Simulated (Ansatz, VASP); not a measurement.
# Ir: VASP beside Ansatz

```
CELL_PARAMETERS angstrom
2.70527 0.00000 0.00000
-1.35263 2.34283 0.00000
0.00000 0.00000 4.38624
ATOMIC_POSITIONS crystal
Ir 0.66667 0.33333 0.75000
Ir 0.33333 0.66667 0.25000
```

Alike in both runs: functional LDA; k mesh 18 × 18 × 10; occupations gaussian, width 0.1 eV; no spin polarisation.

Ansatz relaxed the structure, and its values are those at the end. VASP's run is a single point on that final structure, the one shown.

|  | VASP | Ansatz |
| --- | --- | --- |
| version | VASP 6.6.1 | Ansatz 0.2.0 |
| potentials or method | VASP PAW LDA potentials, release 64 (Ir), cutoff 500 eV | scalar-relativistic, plane waves, PAW |
| valence electrons in the cell | 18 | 34 |

|  | VASP | Ansatz | Ansatz less VASP |
| --- | --- | --- | --- |
| gap on the k mesh at the Fermi level (eV) | none | none | - |
| pressure (GPa) | 2.5 | 0.0 | -2.53 |

LDA's correlation is that of Perdew and Zunger in VASP and of Perdew and Wang (1992) in Ansatz. A gap of «none» marks a metal or a gap that the smearing closes. VASP's potentials hold 18 valence electrons a cell and Ansatz's 34, so a difference there can come from the potentials and not from the codes.

Spin-orbit coupling is off throughout.
